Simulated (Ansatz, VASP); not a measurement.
**Two plane-wave programs on GaN**

Contents of INCAR:

```
SYSTEM = GaN
  PREC = Accurate
  ENCUT = 520
  EDIFF = 1E-6
  ISMEAR = 0
  SIGMA = 0.01
  LREAL = .FALSE.
  LASPH = .TRUE.
  NELM = 60
  ALGO = Normal
  ISIF = 2
  LWAVE = .FALSE.
  LCHARG = .FALSE.
  GGA = RE
  NBANDS = 26
```

Contents of KPOINTS:

```
Automatic mesh
0
G
  12 12 4
  0 0 0
```

File POSCAR:

```
GaN
1.0
    3.1800000000      0.0000000000      0.0000000000
   -1.5900000000      2.7539607800      0.0000000000
    0.0000000000      0.0000000000      5.1660000000
Ga N
2 2
Direct
    0.3333333333      0.6666666667      0.0000000000
    0.6666666667      0.3333333333      0.5000000000
    0.3333333333      0.6666666667      0.3750000000
    0.6666666667      0.3333333333      0.8750000000
```

Input for Ansatz:

```yaml
crystal:
  lattice:
    - [3.18, 0.0, 0.0]
    - [-1.59, 2.75396078, 0.0]
    - [0.0, 0.0, 5.166]
  atoms:
    - { symbol: Ga, position: [0.3333333333333333, 0.6666666666666666, 0.0] }
    - { symbol: Ga, position: [0.6666666666666666, 0.3333333333333333, 0.5] }
    - { symbol: "N", position: [0.3333333333333333, 0.6666666666666666, 0.375] }
    - { symbol: "N", position: [0.6666666666666666, 0.3333333333333333, 0.875] }
basis:
  ecutwfc: 450.0
kpoints:
  mp_grid:
    grid: [12, 12, 4]
hamiltonian:
  xc: revpbe
  pseudopotentials:
    kind: paw
scf:
  occupations:
    method: fixed
output:
  forces: true
  stress: true
```

Alike in both runs: task single point; functional revPBE; k mesh 12 × 12 × 4; no spin polarisation.

|  | VASP | Ansatz |
| --- | --- | --- |
| version | VASP 6.6.1 | Ansatz 0.2.0 |
| potentials or method | VASP PAW PBE potentials, release 64 (Ga_d, N), cutoff 520 eV | plane waves, PAW |
| occupations | gaussian, width 0.01 eV | fixed |
| valence electrons in the cell | 36 | 36 |

Ansatz gave:

```
pressure (GPa)                                                : 10.4
traceless stress, the component that is largest in VASP (GPa) : 1.41
rms of the force components (eV/Å)                            : 0.081
```

Problem. What did VASP give for the same quantities?

Solution. Pressure (GPa): 10.2; traceless stress, the component that is largest in VASP (GPa): 1.42; rms of the force components (eV/Å): 0.079.

VASP's potentials were made for PBE, not for revPBE. Atom by atom the forces differ by 0.002 eV/Å (rms over components).
